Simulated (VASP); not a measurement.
Set up this calculation in VASP 6.6.1, as the native input.

| Quantity | Value |
| --- | --- |
| Task | electric field gradients |
| Functional | PBE |
| Potentials or basis | VASP PAW PBE potentials, release 64 (Al) |
| Cutoff | 520 eV |
| k mesh | 14 × 14 × 14 |
| Occupations | fermi-dirac, width 0.05 eV |
| Spin | no spin polarisation |
| Dipole correction | no |
| Further INCAR settings | ALGO = Normal; EDIFF = 1e-08; NBANDS = 8 |

The structure of Al lies in POSCAR:

```
Al
1.0
    0.0000000000      2.0307042354      2.0307042354
    2.0307042354      0.0000000000      2.0307042354
    2.0307042354      2.0307042354      0.0000000000
Al
1
Direct
    0.0000000000      0.0000000000      0.0000000000
```

This cell differs from its parent crystal: volume scaled by 1.01.

The input as run:

INCAR

```
  PREC = Accurate
  ENCUT = 520
  EDIFF = 1E-8
  ISMEAR = -1
  SIGMA = 0.05
  LREAL = F
  LASPH = T
  NELM = 60
  ALGO = Normal
  ISIF = 2
  LWAVE = F
  LCHARG = F
  GGA = PE
  LEFG = T
  NBANDS = 8
```

KPOINTS

```
Automatic mesh
0
Gamma
  14 14 14
```

Potentials or basis: VASP PAW PBE potentials, release 64 (Al).

Launch:

```bash
$ cat potpaw_PBE.64/Al/POTCAR > POTCAR
$ mpirun -np 1 vasp_std > vasp.out
```

Results of the run:

```yaml
Pressure: -1.4 GPa
```

Caveat: without QUAD_EFG the Cq values of the log hold for a quadrupole moment of 1 mb, not for the nuclei.

Run time: 9.9 s on 1 thread of Intel Xeon 6975P-C, on a shared host, peak memory 0.13 GiB.
